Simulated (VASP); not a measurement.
# ZnS (Cmm2) in VASP: further runs

ZnS is run at these levels: PBE; tasks: single point.

Everything below comes from runs of VASP 6.6.1. Logs are shortened: lines on timing, memory, paths and dates and some standing lists are left out, and cuts for length are marked.

## Step 1: The cell of the first run

It takes space group Cmm2 (No. 35, orthorhombic). The conventional cell has a = 7.650 Å, b = 7.650 Å, c = 5.409 Å, α = 90.00°, β = 90.00°, γ = 90.00°. Within 3.1 Å of Zn (site symmetry m) lie 4 S at 2.34 to 2.38 Å. Within 3.0 Å of Zn (site symmetry m) lie 4 S at 2.30 to 2.34 Å. Within 3.0 Å of S (site symmetry mm2) lie 4 Zn at 2.30 to 2.38 Å. Within 3.1 Å of S (site symmetry 2) lie 4 Zn at 2.34 Å. S (site symmetry mm2) has 4 Zn at 2.34 Å within 3.1 Å.

## Step 2: Single point, PBE (atom 5 (S) moved -0.067 Å along Cartesian [0 1 0])

Input file INCAR:

```
SYSTEM = ZnS
PREC = Accurate ; ENCUT = 520
EDIFF = 1E-6 ; ISMEAR = 0
SIGMA = 0.05 ; LREAL = .False.
LASPH = .True. ; NELM = 80
ALGO = Normal ; ISIF = 2
LWAVE = .False. ; LCHARG = .True.
GGA = PE ; LELF = .True.
LVHAR = .True. ; NBANDS = 46
```

Input file KPOINTS:

```
Automatic mesh
0
Gamma
  6 6 6
  0 0 0
```

Input file POSCAR:

```
ZnS
1.0
    5.4093000000      0.0000000000      0.0000000000
    0.0000000000     -5.4093000000      0.0000000000
    0.0000000000      0.0000000000     -5.4093000000
Zn S
4 4
Direct
    0.0000000000      0.5000000000      0.5000000000
    0.5000000000      0.0000000000      0.5000000000
    0.5000000000      0.5000000000      0.0000000000
    0.0000000000      0.0000000000      0.0000000000
    0.7500000000      0.7623306158      0.7500000000
    0.2500000000      0.2500000000      0.7500000000
    0.2500000000      0.7500000000      0.2500000000
    0.7500000000      0.2500000000      0.2500000000
```

Potentials or basis: VASP PAW PBE potentials, release 64 (Zn, S).

On the command line:

```
cat potpaw_PBE.64/Zn/POTCAR potpaw_PBE.64/S/POTCAR > POTCAR
mpirun -np 1 vasp_std > vasp.out
```

OUTCAR:

```text
SYSTEM = ZnS
   PREC = Accurate
   ENCUT = 520
   EDIFF = 1E-6
   ISMEAR = 0
   LREAL = .False.
   LASPH = .True.
   NELM = 80
   ISIF = 2
   GGA = PE

 ion  position               nearest neighbor table
   1  0.000  0.500  0.500-   6 2.34   7 2.34   8 2.34   5 2.38
   2  0.500  0.000  0.500-   5 2.30   6 2.34   7 2.34   8 2.34
   3  0.500  0.500  0.000-   6 2.34   7 2.34   8 2.34   5 2.38
   4  0.000  0.000  0.000-   5 2.30   6 2.34   7 2.34   8 2.34
   5  0.750  0.762  0.750-   2 2.30   4 2.30   3 2.38   1 2.38
   6  0.250  0.250  0.750-   1 2.34   2 2.34   3 2.34   4 2.34
   7  0.250  0.750  0.250-   1 2.34   2 2.34   3 2.34   4 2.34
   8  0.750  0.250  0.250-   1 2.34   2 2.34   3 2.34   4 2.34

  LATTYP: Found a simple cubic cell.
 ALAT       =     5.4093000000

  Lattice vectors:

 A1 = (   5.4093000000,   0.0000000000,   0.0000000000)
 A2 = (   0.0000000000,  -5.4093000000,   0.0000000000)
 A3 = (   0.0000000000,   0.0000000000,  -5.4093000000)

Analysis of symmetry for initial positions (statically):
=====================================================================
 Subroutine PRICEL returns:
 Original cell was already a primitive cell.

 Routine SETGRP: Setting up the symmetry group for a
 simple cubic supercell.

 Subroutine GETGRP returns: Found  4 space group operations
 (whereof  2 operations were pure point group operations)
 out of a pool of 48 trial point group operations.

The static configuration has the point symmetry C_1h.
 The point group associated with its full space group is C_2v.

Analysis of symmetry for dynamics (positions and initial velocities):
=====================================================================
 Subroutine PRICEL returns:
 Original cell was already a primitive cell.

 Routine SETGRP: Setting up the symmetry group for a
 simple cubic supercell.

 Subroutine GETGRP returns: Found  4 space group operations
 (whereof  2 operations were pure point group operations)
 out of a pool of 48 trial point group operations.

The dynamic configuration has the point symmetry C_1h.
 The point group associated with its full space group is C_2v.

 Subroutine INISYM returns: Found  4 space group operations
 (whereof  2 operations are pure point group operations),
 and found     1 'primitive' translations

----------------------------------------------------------------------------------------

                                     Primitive cell

  volume of cell :     158.2790

  direct lattice vectors                    reciprocal lattice vectors
     5.409300000  0.000000000  0.000000000     0.184866803  0.000000000  0.000000000
     0.000000000 -5.409300000  0.000000000     0.000000000 -0.184866803  0.000000000
     0.000000000  0.000000000 -5.409300000     0.000000000  0.000000000 -0.184866803

  length of vectors
     5.409300000  5.409300000  5.409300000     0.184866803  0.184866803  0.184866803

  position of ions in fractional coordinates (direct lattice)
     0.000000000  0.500000000  0.500000000
     0.500000000  0.000000000  0.500000000
     0.500000000  0.500000000  0.000000000
     0.000000000  0.000000000  0.000000000
     0.750000000  0.762330616  0.750000000
     0.250000000  0.250000000  0.750000000
     0.250000000  0.750000000  0.250000000
     0.750000000  0.250000000  0.250000000

  ion indices of the primitive-cell ions
   primitive index   ion index
                 1           1
                 2           2
                 3           3
                 4           4
                 5           5
                 6           6
                 7           7
                 8           8

----------------------------------------------------------------------------------------

 KPOINTS: Automatic mesh

Automatic generation of k-mesh.
 Grid dimensions read from file:
 generate k-points for:    6    6    6

 Generating k-lattice:

  Cartesian coordinates                     Fractional coordinates (reciprocal lattice)
     0.030811134  0.000000000  0.000000000     0.166666667  0.000000000  0.000000000
     0.000000000 -0.030811134  0.000000000     0.000000000  0.166666667  0.000000000
     0.000000000  0.000000000 -0.030811134     0.000000000  0.000000000  0.166666667

  Length of vectors
     0.030811134  0.030811134  0.030811134

  Shift w.r.t. Gamma in fractional coordinates (k-lattice)
     0.000000000  0.000000000  0.000000000

 Subroutine IBZKPT returns following result:
 ===========================================

 Found     52 irreducible k-points:

 Following reciprocal coordinates:
            Coordinates               Weight
  0.000000  0.000000  0.000000      1.000000
  0.166667  0.000000  0.000000      4.000000
  0.000000  0.166667  0.000000      2.000000
  0.333333  0.000000  0.000000      4.000000
  0.000000  0.333333  0.000000      2.000000
  0.500000  0.000000  0.000000      2.000000
[... 16 lines left out ...]
  0.333333  0.000000  0.500000      4.000000
  0.500000  0.500000  0.000000      2.000000
 [... further k-points ...]
   k-points           NKPTS =     52   k-points in BZ     NKDIM =     52   number of bands    NBANDS=     46
   number of dos      NEDOS =    301   number of ions     NIONS =      8
   total plane-waves  NPLWV =  64000
   dimension x,y,z NGX =    40 NGY =   40 NGZ =   40
   dimension x,y,z NGXF=    80 NGYF=   80 NGZF=   80
   ions per type =               4   4
   NGX,Y,Z   is equivalent  to a cutoff of  12.29, 12.29, 12.29 a.u.
   NGXF,Y,Z  is equivalent  to a cutoff of  24.59, 24.59, 24.59 a.u.
 SYSTEM =  ZnS
   PREC   = accura    normal or accurate (medium, high low for compatibility)
   ISTART =      0    job   : 0-new  1-cont  2-samecut
   ICHARG =      2    charge: 1-file 2-atom 10-const
   ISPIN  =      1    spin polarized calculation?
   LNONCOLLINEAR =      F non collinear calculations
   LSORBIT =      F    spin-orbit coupling
   LASPH  =      T    aspherical Exc in radial PAW
   ENCUT  =  520.0 eV  38.22 Ry    6.18 a.u.  10.06 10.06 10.06*2*pi/ulx,y,z
   NELM   =     80;   NELMIN=  2; NELMDL= -5     # of ELM steps
   EDIFF  = 0.1E-05   stopping-criterion for ELM
   LREAL  =      F    real-space projection
[... 7 lines left out ...]
   TEBEG  =    0.0;   TEEND  =   0.0 temperature during run
   PSTRESS=    0.0 pullay stress
   NELECT =      72.0000    total number of electrons
   NUPDOWN=      -1.0000    fix difference up-down
   EMIN   =  10.00;   EMAX   =-10.00  energy-range for DOS
   EFERMI =   0.00;   METHOD = LEGACY
   ISMEAR =     0;   SIGMA  =   0.05  broadening in eV -4-tet -1-fermi 0-gaus
   EFERMI_NEDOS =   21; number of points for ismear=-14 and -15
   IALGO  =     38    algorithm
   IMIX   =      4    mixing-type and parameters
     AMIX     =   0.40;   BMIX     =  1.00
     AMIX_MAG =   1.60;   BMIX_MAG =  1.00
  volume/ion in A,a.u.               =      19.78       133.51
  Fermi-wavevector in a.u.,A,eV,Ry     =   1.259055  2.379268 21.568210  1.585219
  Thomas-Fermi vector in A             =   2.392634
   LORBIT       =      0    0 simple, 1 ext, 2 COOP (PROOUT), +10 PAW based schemes
   GGA     = PE    functional components
   LHFCALC =     F    Hartree Fock is set to
   AEXX    =    0.0000 exact exchange contribution
   IVDW    =     0    specifies the selected vdW correction
   LEPSILON=     F    determine dielectric tensor
   LRPA    =     F    only Hartree local field effects (RPA)
 non-spin polarized calculation
 Gauss-broadening in eV      SIGMA  =   0.05
  energy-cutoff  :      520.00
  volume of cell :      158.28
 maximum number of plane-waves:      4337
   NGX = 21   NGY = 21   NGZ = 21

 number of electron      72.0000038 magnetization

 Free energy of the ion-electron system (eV)
  ---------------------------------------------------
  ext. energy  EPLUGINS =         0.00000000
  ---------------------------------------------------
  free energy    TOTEN  =       -27.37435852 eV

  energy without entropy =      -27.37435852  energy(sigma->0) =      -27.37435852

 E-fermi :   2.3048     XC(G=0):  -9.6162

 val. band max:        2.0931807225   @ k =   0.0000   0.0000   0.0000
 cond. band min:       4.1789901310   @ k =   0.0000   0.0000   0.0000
 fundamental gap:      2.0858094085
 Fermi energy:         2.3048179559

 k-point     1 :       0.0000    0.0000    0.0000
  band No.  band energies     occupation
      1     -11.0426      2.00000
      2      -9.8118      2.00000
      3      -9.8096      2.00000
      4      -9.8093      2.00000
      5      -4.2828      2.00000
      6      -4.2734      2.00000
[... 38 lines left out ...]
     45       8.4790      0.00000
     46       8.4860      0.00000

 k-point     2 :       0.1667    0.0000    0.0000
  band No.  band energies     occupation
      1     -10.9725      2.00000
      2      -9.9091      2.00000
      3      -9.8090      2.00000
      4      -9.8082      2.00000
      5      -4.2825      2.00000
      6      -4.2661      2.00000
[... 38 lines left out ...]
     45       8.7687      0.00000
     46       8.7704      0.00000

 k-point     3 :       0.0000    0.1667    0.0000
  band No.  band energies     occupation
      1     -10.9727      2.00000
      2      -9.9092      2.00000
      3      -9.8090      2.00000
      4      -9.8079      2.00000
      5      -4.2806      2.00000
      6      -4.2577      2.00000
[... 38 lines left out ...]
     45       8.7595      0.00000
     46       8.7761      0.00000

 k-point     4 :       0.3333    0.0000    0.0000
  band No.  band energies     occupation
      1     -10.7739      2.00000
      2     -10.1639      2.00000
      3      -9.8059      2.00000
      4      -9.8054      2.00000
      5      -4.2963      2.00000
      6      -4.2828      2.00000
[... 920 lines left out ...]
     45       8.9861      0.00000
     46       9.0614      0.00000

 k-point    23 :       0.3333    0.0000    0.5000
  band No.  band energies     occupation
      1     -10.3190      2.00000
      2     -10.3130      2.00000
      3      -9.9791      2.00000
      4      -9.9725      2.00000
      5      -4.1845      2.00000
      6      -4.1710      2.00000
[... 38 lines left out ...]
     45       8.9861      0.00000
     46       9.0589      0.00000

 k-point    24 :       0.5000    0.5000    0.0000
  band No.  band energies     occupation
      1     -10.1757      2.00000
      2     -10.1473      2.00000
      3     -10.1453      2.00000
      4     -10.1183      2.00000
      5      -4.1563      2.00000
      6      -4.1304      2.00000
[... 38 lines left out ...]
     45       9.2732      0.00000
     46       9.3722      0.00000

 [... further k-points ...]

------------------------ aborting loop because EDIFF is reached ----------------------------------------

  FORCE on cell =-STRESS in cart. coord.  units (eV):
  Direction    XX          YY          ZZ          XY          YZ          ZX
  --------------------------------------------------------------------------------------
  -------------------------------------------------------------------------------------
  Total        1.5813189      1.5291663      1.5813189      0.0000000     -0.0000000     -0.3786950
  in kB       16.0068858     15.4789715     16.0068858      0.0000000     -0.0000000     -3.8333366
  external PRESSURE =      15.8309144 kB  Pullay stress =       0.0000000 kB

 VOLUME and BASIS-vectors are now :
 -----------------------------------------------------------------------------
  energy-cutoff  :      520.00
  volume of cell :      158.28
      direct lattice vectors                 reciprocal lattice vectors
     5.409300000  0.000000000  0.000000000     0.184866803  0.000000000  0.000000000
     0.000000000 -5.409300000  0.000000000     0.000000000 -0.184866803  0.000000000
     0.000000000  0.000000000 -5.409300000     0.000000000  0.000000000 -0.184866803

 POSITION                                       TOTAL-FORCE (eV/Angst)
 -----------------------------------------------------------------------------------
      0.00000     -2.70465     -2.70465        -0.079352     -0.089400     -0.079352
      2.70465      0.00000     -2.70465        -0.098898     -0.102555      0.098898
      2.70465     -2.70465      0.00000         0.079352     -0.089400      0.079352
      0.00000      0.00000      0.00000         0.098898     -0.102555     -0.098898
      4.05697     -4.12368     -4.05697         0.000000      0.602863     -0.000000
      1.35232     -1.35232     -4.05697        -0.000000     -0.102297      0.000000
      1.35232     -4.05697     -1.35232        -0.000000     -0.014360     -0.000000
      4.05697     -1.35232     -1.35232        -0.000000     -0.102297     -0.000000
 -----------------------------------------------------------------------------------
    total drift:                               -0.000000     -0.000038     -0.000000

  FREE ENERGIE OF THE ION-ELECTRON SYSTEM (eV)
  ---------------------------------------------------
  free  energy   TOTEN  =       -27.3743585159 eV

  energy  without entropy=      -27.3743585159  energy(sigma->0) =      -27.37435852
```

Wall time 2.2 min (1 thread of Intel Xeon 6975P-C (Granite Rapids), shared host); peak memory 0.43 GiB.

Results:

```
Free energy            : -27.3744 eV
Pressure               : 1.6 GPa
Largest force          : 0.603 eV/Å
Band gap on the k mesh : 2.09 eV
```

Forces on the atoms (eV/Å):
```
Zn  -0.079 -0.089 -0.079
Zn  -0.099 -0.103  0.099
Zn   0.079 -0.089  0.079
Zn   0.099 -0.103 -0.099
S    0.000  0.603  0.000
S    0.000 -0.102  0.000
S    0.000 -0.014  0.000
S    0.000 -0.102  0.000
```

Caveat: the cell differs from its parent crystal (atom 5 (S) moved -0.067 Å along Cartesian [0 1 0]).

## Step 3: Single point, PBE (atom 5 (S) moved +0.167 Å along Cartesian [0 1 0])

Input file INCAR:

```
SYSTEM = ZnS
ALGO     = Normal         ! electronic algorithm
EDIFF    = 1E-6           ! SCF threshold, eV
ENCUT    = 520            ! plane-wave cutoff, eV
GGA      = PE             ! functional
ISIF     = 2              ! what is computed and relaxed
ISMEAR   = 0              ! smearing method
LASPH    = .TRUE.         ! aspherical terms in the spheres
LCHARG   = .TRUE.         ! write CHGCAR
LELF     = .TRUE.         ! ELF
LREAL    = .FALSE.        ! projectors in reciprocal space
LVHAR    = .TRUE.       
LWAVE    = .FALSE.        ! write WAVECAR
NBANDS   = 46             ! bands
NELM     = 100            ! most SCF steps
PREC     = Accurate       ! precision mode
SIGMA    = 0.05           ! smearing width, eV
```

Input file KPOINTS:

```
k-points
0
G
  6 6 6
  0 0 0
```

POSCAR: that of step 2 with these lines changed.

```diff
@@ -12,3 +12,3 @@
     0.0000000000      0.0000000000      0.0000000000
-    0.7500000000      0.7623306158      0.7500000000
+    0.7500000000      0.7191827039      0.7500000000
     0.2500000000      0.2500000000      0.7500000000
```

Potentials or basis: VASP PAW PBE potentials, release 64 (Zn, S).

On the command line:

```
cat potpaw_PBE.64/Zn/POTCAR potpaw_PBE.64/S/POTCAR > POTCAR
mpirun -np 1 vasp_std > vasp.out
```

OUTCAR:

```text
SYSTEM = ZnS
   EDIFF = 1E-6
   ENCUT = 520
   GGA = PE
   ISIF = 2
   ISMEAR = 0
   LASPH = .TRUE.
   LREAL = .FALSE.
   NELM = 100
   PREC = Accurate

 ion  position               nearest neighbor table
   1  0.000  0.500  0.500-   5 2.25   6 2.34   7 2.34   8 2.34
   2  0.500  0.000  0.500-   6 2.34   7 2.34   8 2.34   5 2.44
   3  0.500  0.500  0.000-   5 2.25   6 2.34   7 2.34   8 2.34
   4  0.000  0.000  0.000-   6 2.34   7 2.34   8 2.34   5 2.44
   5  0.750  0.719  0.750-   1 2.25   3 2.25   2 2.44   4 2.44
   6  0.250  0.250  0.750-   1 2.34   2 2.34   3 2.34   4 2.34
   7  0.250  0.750  0.250-   1 2.34   2 2.34   3 2.34   4 2.34
[... 1390 lines left out ...]
  Total        1.8938725      1.5651178      1.8938725     -0.0000000      0.0000000      0.9713925
  in kB       19.1707064     15.8428897     19.1707064     -0.0000000      0.0000000      9.8329113
  external PRESSURE =      18.0614342 kB  Pullay stress =       0.0000000 kB

 VOLUME and BASIS-vectors are now :
 -----------------------------------------------------------------------------
  energy-cutoff  :      520.00
  volume of cell :      158.28
      direct lattice vectors                 reciprocal lattice vectors
     5.409300000  0.000000000  0.000000000     0.184866803  0.000000000  0.000000000
     0.000000000 -5.409300000  0.000000000     0.000000000 -0.184866803  0.000000000
     0.000000000  0.000000000 -5.409300000     0.000000000  0.000000000 -0.184866803

 POSITION                                       TOTAL-FORCE (eV/Angst)
 -----------------------------------------------------------------------------------
      0.00000     -2.70465     -2.70465         0.287859      0.277057      0.287859
      2.70465      0.00000     -2.70465         0.166268      0.196759     -0.166268
      2.70465     -2.70465      0.00000        -0.287859      0.277057     -0.287859
      0.00000      0.00000      0.00000        -0.166268      0.196759      0.166268
      4.05697     -3.89028     -4.05697        -0.000000     -1.495075      0.000000
      1.35232     -1.35232     -4.05697         0.000000      0.255767      0.000000
      1.35232     -4.05697     -1.35232         0.000000      0.035907      0.000000
      4.05697     -1.35232     -1.35232         0.000000      0.255767      0.000000
 -----------------------------------------------------------------------------------
    total drift:                                0.000000      0.000146     -0.000000

  FREE ENERGIE OF THE ION-ELECTRON SYSTEM (eV)
  ---------------------------------------------------
  free  energy   TOTEN  =       -27.2692932265 eV

  energy  without entropy=      -27.2692932265  energy(sigma->0) =      -27.26929323
```

OSZICAR:

```text
N       E                     dE             d eps       ncg     rms          rms(c)
DAV:   1     0.592626877821E+03    0.59263E+03   -0.33353E+04  4784   0.189E+03
DAV:   2     0.523219993910E+02   -0.54030E+03   -0.51892E+03  4800   0.435E+02
DAV:   3    -0.251430252447E+02   -0.77465E+02   -0.76324E+02  5284   0.153E+02
DAV:   4    -0.289385619801E+02   -0.37955E+01   -0.37800E+01  5766   0.338E+01
DAV:   5    -0.289976318340E+02   -0.59070E-01   -0.59045E-01  5572   0.432E+00    0.139E+01
DAV:   6    -0.272348895782E+02    0.17627E+01   -0.36835E+00  7304   0.417E+01    0.107E+01
DAV:   7    -0.273008060896E+02   -0.65917E-01   -0.38562E+00  5270   0.779E+00    0.493E+00
DAV:   8    -0.272665851197E+02    0.34221E-01   -0.23910E-01  6090   0.573E+00    0.178E+00
DAV:   9    -0.272683362536E+02   -0.17511E-02   -0.42849E-02  6170   0.375E+00    0.398E-01
DAV:  10    -0.272687117996E+02   -0.37555E-03   -0.53841E-03  6054   0.126E+00    0.235E-01
DAV:  11    -0.272691203164E+02   -0.40852E-03   -0.11248E-03  5288   0.237E-01    0.889E-02
DAV:  12    -0.272692940422E+02   -0.17373E-03   -0.23232E-04  5254   0.742E-02    0.432E-02
DAV:  13    -0.272692932265E+02    0.81578E-06   -0.79815E-06  5828   0.330E-02
   1 F= -.27269293E+02 E0= -.27269293E+02  d E =-.362860E-15
```

Run time: 2 min. Hardware: 1 thread of Intel Xeon 6975P-C (Granite Rapids), shared host; peak memory 0.43 GiB.

Results:

| Property | Result |
| --- | --- |
| Free energy | -27.2693 eV |
| Pressure | 1.8 GPa |
| Largest force | 1.495 eV/Å |
| Band gap on the k mesh | 2.06 eV |

Forces in eV/Å, atoms in the order of the input:
```
Zn   0.288  0.277  0.288
Zn   0.166  0.197 -0.166
Zn  -0.288  0.277 -0.288
Zn  -0.166  0.197  0.166
S    0.000 -1.495  0.000
S    0.000  0.256  0.000
S    0.000  0.036  0.000
S    0.000  0.256  0.000
```

Stress tensor (GPa, compression positive):
```
1.92 0.00 0.98
0.00 1.58 0.00
0.98 0.00 1.92
```

Caveat: the cell differs from its parent crystal (atom 5 (S) moved +0.167 Å along Cartesian [0 1 0]); forces of over 1 eV/Å act on the atoms, so gaps and moduli don't describe the material at rest.
